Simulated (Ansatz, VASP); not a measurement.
## TiSi2 in VASP and in Ansatz

```
CELL_PARAMETERS angstrom
4.01535 0.00000 0.00000
-2.00767 3.47739 0.00000
0.00000 0.00000 3.15864
ATOMIC_POSITIONS crystal
Ti 0.00000 0.00000 0.00000
Si 0.33333 0.66667 0.50000
Si 0.66667 0.33333 0.50000
```

Change from the starting cell: species swapped into the ErGa2 type (P6/mmm, No. 191).

Alike in both runs: task single point; functional PBE; k mesh 6 × 6 × 6; occupations gaussian, width 0.1 eV; collinear spin.

```csv
,VASP,Ansatz
version,VASP 6.6.1,Ansatz 0.2.0
potentials or method,"VASP PAW PBE potentials, release 64 (Ti_sv, Si), cutoff 520 eV","scalar-relativistic, plane waves, PAW"
valence electrons in the cell,20,20
```

```csv
,VASP,Ansatz,Ansatz less VASP
gap on the k mesh at the Fermi level (eV),none,none,-
pressure (GPa),0.3,0.4,+0.05
"traceless stress, the component that is largest in VASP (GPa)",0.10,0.01,-0.093
net moment per atom (μB),0.00,0.00,0.000
```

A gap of «none» marks a metal or a gap that the smearing closes. With one functional, cell and mesh, what is left measures potentials, basis and numerics. Ansatz's warnings: seeded moment not kept.
